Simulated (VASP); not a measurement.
# W (Fm-3m) in VASP: further runs

Runs on W. Level: PBE+D3(BJ). Tasks: single point, relaxation of cell and atoms.

Program: VASP 6.6.1. These are calculated values, not measurements. Logs are shortened: lines on timing, memory, paths and dates and some standing lists are left out, and cuts for length are marked.

## 1. The cell of the first run

It takes space group Fm-3m (No. 225, cubic). The conventional cell has a = 4.005 Å, b = 4.005 Å, c = 4.005 Å, α = 90.00°, β = 90.00°, γ = 90.00°. W (site symmetry m-3m) has 12 W at 2.83 Å within 3.7 Å.

## 2. Single point, PBE+D3(BJ)

The input, INCAR:

```
ALGO = Normal
EDIFF = 1E-6
ENCUT = 500
GGA = PE
GGA_COMPAT = False
ISIF = 2
ISMEAR = 0
IVDW = 12
LASPH = True
LCHARG = False
LREAL = False
LWAVE = False
NBANDS = 13
NELM = 120
PREC = Accurate
SIGMA = 0.1
```

The input, KPOINTS:

```
k-points
0
Gamma
  18 18 18
```

The input, POSCAR:

```
W
1.0
    0.0000000000      2.0024873812      2.0024873812
    2.0024873812      0.0000000000      2.0024873812
    2.0024873812      2.0024873812      0.0000000000
W
1
Direct
    0.0000000000      0.0000000000      0.0000000000
```

Potentials or basis: VASP PAW PBE potentials, release 64 (W_sv).

Launch:

```sh
$ cat potpaw_PBE.64/W_sv/POTCAR > POTCAR
$ mpirun -np 1 vasp_std > vasp.out
```

OUTCAR:

```text
EDIFF = 1E-6
   ENCUT = 500
   GGA = PE
   ISIF = 2
   ISMEAR = 0
   IVDW = 12
   LASPH = True
   LREAL = False
   NELM = 120
   PREC = Accurate
 IVDW          = 12

 ion  position               nearest neighbor table
   1  0.000  0.000  0.000-

  LATTYP: Found a face centered cubic cell.
 ALAT       =     4.0049747624

  Lattice vectors:

 A1 = (   0.0000000000,   2.0024873812,   2.0024873812)
 A2 = (   2.0024873812,   0.0000000000,   2.0024873812)
 A3 = (   2.0024873812,   2.0024873812,   0.0000000000)

Analysis of symmetry for initial positions (statically):
=====================================================================
 Subroutine PRICEL returns:
 Original cell was already a primitive cell.

 Routine SETGRP: Setting up the symmetry group for a
 face centered cubic supercell.

 Subroutine GETGRP returns: Found 48 space group operations
 (whereof 48 operations were pure point group operations)
 out of a pool of 48 trial point group operations.

The static configuration has the point symmetry O_h .

Analysis of symmetry for dynamics (positions and initial velocities):
=====================================================================
 Subroutine PRICEL returns:
 Original cell was already a primitive cell.

 Routine SETGRP: Setting up the symmetry group for a
 face centered cubic supercell.

 Subroutine GETGRP returns: Found 48 space group operations
 (whereof 48 operations were pure point group operations)
 out of a pool of 48 trial point group operations.

The dynamic configuration has the point symmetry O_h .

 Subroutine INISYM returns: Found 48 space group operations
 (whereof 48 operations are pure point group operations),
 and found     1 'primitive' translations

----------------------------------------------------------------------------------------

                                     Primitive cell

  volume of cell :      16.0598

  direct lattice vectors                    reciprocal lattice vectors
     0.000000000  2.002487381  2.002487381    -0.249689464  0.249689464  0.249689464
     2.002487381  0.000000000  2.002487381     0.249689464 -0.249689464  0.249689464
     2.002487381  2.002487381  0.000000000     0.249689464  0.249689464 -0.249689464

  length of vectors
     2.831944813  2.831944813  2.831944813     0.432474837  0.432474837  0.432474837

  position of ions in fractional coordinates (direct lattice)
     0.000000000  0.000000000  0.000000000

  ion indices of the primitive-cell ions
   primitive index   ion index
                 1           1

----------------------------------------------------------------------------------------

 KPOINTS: k-points

Automatic generation of k-mesh.
 Grid dimensions read from file:
 generate k-points for:   18   18   18

 Generating k-lattice:

  Cartesian coordinates                     Fractional coordinates (reciprocal lattice)
    -0.013871637  0.013871637  0.013871637     0.055555556  0.000000000  0.000000000
     0.013871637 -0.013871637  0.013871637     0.000000000  0.055555556  0.000000000
     0.013871637  0.013871637 -0.013871637     0.000000000  0.000000000  0.055555556

  Length of vectors
     0.024026380  0.024026380  0.024026380

  Shift w.r.t. Gamma in fractional coordinates (k-lattice)
     0.000000000  0.000000000  0.000000000

 Subroutine IBZKPT returns following result:
 ===========================================

 Found    195 irreducible k-points:

 Following reciprocal coordinates:
            Coordinates               Weight
  0.000000  0.000000  0.000000      1.000000
  0.055556  0.000000  0.000000      8.000000
  0.111111  0.000000  0.000000      8.000000
  0.166667  0.000000  0.000000      8.000000
  0.222222  0.000000  0.000000      8.000000
  0.277778  0.000000  0.000000      8.000000
[... 16 lines left out ...]
 -0.277778  0.055556  0.000000     24.000000
 -0.222222  0.055556  0.000000     24.000000
 [... further k-points ...]
   k-points           NKPTS =    195   k-points in BZ     NKDIM =    195   number of bands    NBANDS=     13
   number of dos      NEDOS =    301   number of ions     NIONS =      1
   total plane-waves  NPLWV =  13824
   dimension x,y,z NGX =    24 NGY =   24 NGZ =   24
   dimension x,y,z NGXF=    48 NGYF=   48 NGZF=   48
   ions per type =               1
   NGX,Y,Z   is equivalent  to a cutoff of  14.09, 14.09, 14.09 a.u.
   NGXF,Y,Z  is equivalent  to a cutoff of  28.18, 28.18, 28.18 a.u.
 SYSTEM =  unknown system
   PREC   = accura    normal or accurate (medium, high low for compatibility)
   ISTART =      0    job   : 0-new  1-cont  2-samecut
   ICHARG =      2    charge: 1-file 2-atom 10-const
   ISPIN  =      1    spin polarized calculation?
   LNONCOLLINEAR =      F non collinear calculations
   LSORBIT =      F    spin-orbit coupling
   LASPH  =      T    aspherical Exc in radial PAW
   ENCUT  =  500.0 eV  36.75 Ry    6.06 a.u.   5.16  5.16  5.16*2*pi/ulx,y,z
   NELM   =    120;   NELMIN=  2; NELMDL= -5     # of ELM steps
   EDIFF  = 0.1E-05   stopping-criterion for ELM
   LREAL  =      F    real-space projection
   EDIFFG = 0.1E-04   stopping-criterion for IOM
   NSW    =      0    number of steps for IOM
   IBRION =     -1    ionic relax: 0-MD 1-quasi-New 2-CG
   NFREE  =      0    steps in history (QN), initial steepest desc. (CG)
   ISIF   =      2    stress and relaxation
   ISYM   =      2    0-nonsym 1-usesym 2-fastsym
   POTIM  = 0.5000    time-step for ionic-motion
   TEBEG  =    0.0;   TEEND  =   0.0 temperature during run
   PSTRESS=    0.0 pullay stress
   NELECT =      14.0000    total number of electrons
   NUPDOWN=      -1.0000    fix difference up-down
   EMIN   =  10.00;   EMAX   =-10.00  energy-range for DOS
   EFERMI =   0.00;   METHOD = LEGACY
   ISMEAR =     0;   SIGMA  =   0.10  broadening in eV -4-tet -1-fermi 0-gaus
   EFERMI_NEDOS =   21; number of points for ismear=-14 and -15
   IALGO  =     38    algorithm
   IMIX   =      4    mixing-type and parameters
     AMIX     =   0.40;   BMIX     =  1.00
     AMIX_MAG =   1.60;   BMIX_MAG =  1.00
  volume/ion in A,a.u.               =      16.06       108.38
  Fermi-wavevector in a.u.,A,eV,Ry     =   1.563883  2.955311 33.276197  2.445732
  Thomas-Fermi vector in A             =   2.666589
   LORBIT       =      0    0 simple, 1 ext, 2 COOP (PROOUT), +10 PAW based schemes
   GGA     = PE    functional components
   LHFCALC =     F    Hartree Fock is set to
   AEXX    =    0.0000 exact exchange contribution
   IVDW    =    12    specifies the selected vdW correction
   LEPSILON=     F    determine dielectric tensor
   LRPA    =     F    only Hartree local field effects (RPA)
 non-spin polarized calculation
 Gauss-broadening in eV      SIGMA  =   0.10
  energy-cutoff  :      500.00
  volume of cell :       16.06
 maximum number of plane-waves:       419
 NGX is ok and might be reduce to    24
   NGX = 11   NGY = 11   NGZ = 11

 number of electron      14.0000000 magnetization

 Free energy of the ion-electron system (eV)
  ---------------------------------------------------
  ext. energy  EPLUGINS =         0.00000000
  ---------------------------------------------------
  free energy    TOTEN  =       -12.46516284 eV

  energy without entropy =      -12.45854620  energy(sigma->0) =      -12.46185452

 E-fermi :  10.7788     XC(G=0): -13.5568

 val. band max:       10.7776892475   @ k =  -0.2222   0.0556   0.0000
 cond. band min:      10.7821802970   @ k =   0.4444   0.0556   0.0000
 fundamental gap:      0.0044910495
 Fermi energy:        10.7787854371

 k-point     1 :       0.0000    0.0000    0.0000
  band No.  band energies     occupation
      1     -62.8428      2.00000
      2     -26.4448      2.00000
      3     -26.4448      2.00000
      4     -26.4448      2.00000
      5       1.6837      2.00000
      6      10.2045      2.00000
      7      10.2045      2.00000
      8      10.2045      2.00000
      9      13.4286      0.00000
     10      13.4286      0.00000
     11      23.6015      0.00000
     12      28.9289      0.00000
     13      28.9289      0.00000

 k-point     2 :       0.0556    0.0000    0.0000
  band No.  band energies     occupation
      1     -62.8393      2.00000
      2     -26.4848      2.00000
      3     -26.4498      2.00000
      4     -26.4498      2.00000
      5       1.8234      2.00000
      6      10.0943      2.00000
      7      10.2704      2.00000
      8      10.2704      2.00000
      9      13.3663      0.00000
     10      13.3663      0.00000
     11      23.8848      0.00000
     12      28.3027      0.00000
     13      29.1919      0.00000

 k-point     3 :       0.1111    0.0000    0.0000
  band No.  band energies     occupation
      1     -62.8292      2.00000
      2     -26.5988      2.00000
      3     -26.4644      2.00000
      4     -26.4644      2.00000
      5       2.2270      2.00000
      6       9.8107      2.00000
      7      10.4424      2.00000
      8      10.4424      2.00000
      9      13.2255      0.00000
     10      13.2255      0.00000
     11      24.6433      0.00000
     12      27.1338      0.00000
     13      29.9539      0.00000
[... 305 lines left out ...]
 k-point    23 :      -0.2778    0.0556    0.0000
  band No.  band energies     occupation
      1     -62.7655      2.00000
      2     -27.2560      2.00000
      3     -26.5943      2.00000
      4     -26.5392      2.00000
      5       4.5884      2.00000
      6       9.2151      2.00000
      7      10.4230      2.00000
      8      10.5954      1.99049
      9      13.5036      0.00000
     10      14.6162      0.00000
     11      23.4147      0.00000
     12      27.6202      0.00000
     13      32.4879      0.00000

 k-point    24 :      -0.2222    0.0556    0.0000
  band No.  band energies     occupation
      1     -62.7855      2.00000
      2     -27.0515      2.00000
      3     -26.5648      2.00000
      4     -26.5099      2.00000
      5       3.9401      2.00000
      6       9.0879      2.00000
      7      10.6255      1.96978
      8      10.7777      1.01237
      9      12.9202      0.00000
     10      13.9851      0.00000
     11      24.3008      0.00000
     12      27.8292      0.00000
     13      32.1148      0.00000

 [... further k-points ...]

------------------------ aborting loop because EDIFF is reached ----------------------------------------

 Edisp (eV)   -0.68584

 E8    (eV) :    -0.3515

  FORCE on cell =-STRESS in cart. coord.  units (eV):
  Direction    XX          YY          ZZ          XY          YZ          ZX
  --------------------------------------------------------------------------------------
  -------------------------------------------------------------------------------------
  Total       0.06832     0.06832     0.06832     0.00000     0.00000    -0.00000
  in kB       6.81597     6.81597     6.81597     0.00000     0.00000    -0.00000
  external pressure =        6.82 kB  Pullay stress =        0.00 kB

 VOLUME and BASIS-vectors are now :
 -----------------------------------------------------------------------------
  energy-cutoff  :      500.00
  volume of cell :       16.06
      direct lattice vectors                 reciprocal lattice vectors
     0.000000000  2.002487381  2.002487381    -0.249689464  0.249689464  0.249689464
     2.002487381  0.000000000  2.002487381     0.249689464 -0.249689464  0.249689464
     2.002487381  2.002487381  0.000000000     0.249689464  0.249689464 -0.249689464

 POSITION                                       TOTAL-FORCE (eV/Angst)
 -----------------------------------------------------------------------------------
      0.00000      0.00000      0.00000         0.000000      0.000000      0.000000
 -----------------------------------------------------------------------------------
    total drift:                               -0.000000      0.000000     -0.000000

  FREE ENERGIE OF THE ION-ELECTRON SYSTEM (eV)
  ---------------------------------------------------
  free  energy   TOTEN  =       -13.1510064419 eV

  energy  without entropy=      -13.1443898022  energy(sigma->0) =      -13.14769812
```

It took 10 s on 1 thread of Intel Xeon 6975P-C (Granite Rapids), shared host; peak memory 0.17 GiB.

What came out:

```yaml
Free_energy: -13.1510 eV
Pressure: 0.7 GPa
Band_gap_on_the_k_mesh: zero (band 7 reaches 13.96 eV, above the bottom of band 8 at 10.20 eV)
Dispersion_energy_per_atom: -0.686 eV
```

Levels at points of the mesh, in eV from the Fermi level:
```csv
k point,band 5,band 6,band 7,band 8,band 9,band 10
"(0.00, 0.00, 0.00)",-9.10,-0.57,-0.57,-0.57,2.65,2.65
"(0.50, 0.00, 0.00)",-5.71,-0.81,-0.81,0.71,5.21,5.21
"(0.50, 0.50, 0.00)",-5.63,-4.65,3.18,5.17,5.96,5.96
```

Caveat: spin-orbit coupling is left out, which moves the levels of the heavy elements; pairwise dispersion overbinds metals, which lowers pressure and volume.

## 3. Single point, PBE+D3(BJ)

The input, INCAR:

```
SYSTEM = W
PREC = Accurate
ENCUT = 500
EDIFF = 1E-6
ISMEAR = -4
SIGMA = 0.1
LREAL = .FALSE.
LASPH = .TRUE.
NELM = 120
ALGO = Normal
ISIF = 2
LWAVE = .FALSE.
LCHARG = .FALSE.
GGA = PE
IVDW = 12
NBANDS = 13
GGA_COMPAT = .FALSE.
```

The input, KPOINTS:

```
Automatic mesh
0
G
  18 18 18
  0 0 0
```

POSCAR is that of step 2.

Potentials or basis: VASP PAW PBE potentials, release 64 (W_sv).

Launch:

```sh
$ cat potpaw_PBE.64/W_sv/POTCAR > POTCAR
$ mpirun -np 1 vasp_std > vasp.out
```

It took 11 s on 1 thread of Intel Xeon 6975P-C (Granite Rapids), shared host; peak memory 0.18 GiB.

It converged, with:

- Free energy: -13.1249 eV
- Pressure: 1.0 GPa
- Band gap on the k mesh: zero (band 7 reaches 13.96 eV, above the bottom of band 8 at 10.21 eV)
- Dispersion energy per atom: -0.686 eV

Levels at points of the mesh, in eV from the Fermi level:
```tsv
k point	band 5	band 6	band 7	band 8	band 9	band 10
(0.00, 0.00, 0.00)	-9.11	-0.58	-0.58	-0.58	2.64	2.64
(0.50, 0.00, 0.00)	-5.72	-0.82	-0.82	0.70	5.20	5.20
(0.50, 0.50, 0.00)	-5.64	-4.66	3.17	5.16	5.95	5.95
```

Caveat: spin-orbit coupling is left out, which moves the levels of the heavy elements; pairwise dispersion overbinds metals, which lowers pressure and volume.

(Continued in part 2 of 2.)
